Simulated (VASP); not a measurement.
# Li (a cell with a defect): single point with PBE

System: Li (a cell with a defect).

```xyz
17
Lattice="6.9800 0.0000 0.0000 0.0000 6.9800 0.0000 0.0000 0.0000 6.9800" Properties=species:S:1:pos:R:3 pbc="T T T"
Li    0.0134   -0.1199    0.1423
Li    3.5576   -0.0069    0.1783
Li    0.2398    3.4966   -0.2102
Li    0.1903    0.0249    3.5471
Li    1.6163    1.8837    1.6835
Li    3.4451    3.3463   -0.0566
Li    3.0336    0.6226    3.6545
Li    5.3389    1.7479    1.7678
Li    0.0507    3.5455    3.6064
Li    1.8700    5.2128    1.8044
Li    1.6348    1.6968    5.4832
Li    3.5271    3.4646    3.5557
Li    5.5048    4.5897    1.3001
Li    5.3088    1.6536    5.2733
Li    1.9387    5.3366    5.2399
Li    5.2377    5.1920    5.4287
Li    4.7341    6.0917    2.9719
```

```
Program                : VASP 6.6.1
Task                   : single point
Functional             : PBE
Potentials or basis    : VASP PAW PBE potentials, release 64 (Li_sv)
Cutoff                 : 520 eV
k mesh                 : 3 × 3 × 3
Occupations            : fermi-dirac, width 0.15 eV
Spin                   : no spin polarisation
Dipole correction      : no
Further INCAR settings : LREAL = Auto; ALGO = Normal; EDIFF = 1e-07; NBANDS = 40
```

```
Largest force          : 0.064 eV/Å
Band gap on the k mesh : zero (an odd number of electrons rules out a gap without spin polarisation)
```

Forces on the atoms (eV/Å):
```
Li  -0.003 -0.004  0.014
Li   0.000  0.003  0.002
Li   0.015  0.002 -0.026
Li  -0.014 -0.035  0.004
Li  -0.003  0.006 -0.002
Li   0.007  0.011  0.006
Li  -0.013  0.020  0.013
Li   0.005  0.001  0.012
Li   0.004 -0.001  0.008
Li   0.002  0.000  0.004
Li  -0.019 -0.007  0.013
Li  -0.002 -0.002  0.008
Li   0.035 -0.019 -0.012
Li   0.004  0.002  0.009
Li   0.015  0.003 -0.002
Li   0.014  0.029 -0.008
Li  -0.047 -0.009 -0.043
```

Levels at points of the mesh, in eV from the Fermi level:
```tsv
k point	band 22	band 23	band 24	band 25	band 26	band 27	band 28	band 29
(0.00, 0.00, 0.00)	-1.21	-1.16	-1.13	0.02	0.04	0.31	0.33	0.35
```

Wall time 5.4 min on 1 thread of Intel(R) Xeon(R) Platinum 8259CL CPU @ 2.50GHz (Skylake/Cascade Lake), on a shared host, peak memory 0.41 GiB.
